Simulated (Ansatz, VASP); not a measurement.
## GaAs in VASP and in Ansatz

The input INCAR:

```
PREC = Accurate ; ENCUT = 600
EDIFF = 1E-6 ; ISMEAR = 0
SIGMA = 0.1 ; LREAL = False
LASPH = True ; NELM = 100
ALGO = Normal ; ISIF = 3
LWAVE = False ; LCHARG = False
GGA = PE ; IBRION = 2
NSW = 90 ; EDIFFG = -0.04
```

Contents of KPOINTS:

```
Automatic mesh
0
Gamma
  6 6 6
```

The input POSCAR:

```
GaAs
1.0
    2.7496709400      1.5875232600      4.7550264100
   -2.7496709400      1.5875232600      4.7550264100
    0.0000000000     -3.1750465100      4.7550264100
Ga As
3 3
Direct
    0.2499957600      0.2499957600      0.2499957600
    0.7500042400      0.7500042400      0.7500042400
    0.0000000000      0.0000000000      0.0000000000
    0.5000000000      0.5000000000      0.0000000000
    0.0000000000      0.5000000000      0.5000000000
    0.5000000000      0.0000000000      0.5000000000
```

Input for Ansatz:

```yaml
crystal:
  lattice:
    - [2.74967094, 1.58752326, 4.75502641]
    - [-2.74967094, 1.58752326, 4.75502641]
    - [0.0, -3.17504651, 4.75502641]
  atoms:
    - { symbol: Ga, position: [0.24999576, 0.24999576, 0.24999576] }
    - { symbol: Ga, position: [0.75000424, 0.75000424, 0.75000424] }
    - { symbol: Ga, position: [0.0, 0.0, 0.0] }
    - { symbol: As, position: [0.5, 0.5, 0.0] }
    - { symbol: As, position: [0.0, 0.5, 0.5] }
    - { symbol: As, position: [0.5, 0.0, 0.5] }
basis:
  ecutwfc: 420
kpoints:
  mp_grid: { grid: [6, 6, 6] }
hamiltonian:
  xc: pbe
scf:
  occupations: { method: gaussian, width: 0.1 }
  lower_state_search: "off"
output:
  forces: true
  stress: true
  eigenvalues: true
relax:
  adjacent_minimum: "off"
  f_tol: 0.04
  max_steps: 70
  cell: { stress_tol: 0.4 }
```

Alike in both runs: task relaxation of cell and atoms; functional PBE; k mesh 6 × 6 × 6; occupations gaussian, width 0.1 eV; no spin polarisation.

|  | VASP | Ansatz |
| --- | --- | --- |
| version | VASP 6.6.1 | Ansatz 0.2.0 |
| potentials or method | VASP PAW PBE potentials, release 64 (Ga_d, As), cutoff 600 eV | scalar-relativistic, plane waves, PAW |
| valence electrons in the cell | 54 | 84 |

```csv
,VASP,Ansatz,Ansatz less VASP
"gap on the k mesh at the Fermi level, each at its own relaxed structure (eV)",none,none,-
relaxed volume (Å³/atom),23.06,23.08,+0.017
relaxed length of the cell vector where the two differ most in proportion (Å),5.923,5.911,-0.0121
```

A gap of «none» marks a metal or a gap that the smearing closes. VASP's potentials hold 54 valence electrons a cell and Ansatz's 84, so a difference there can come from the potentials and not from the codes.
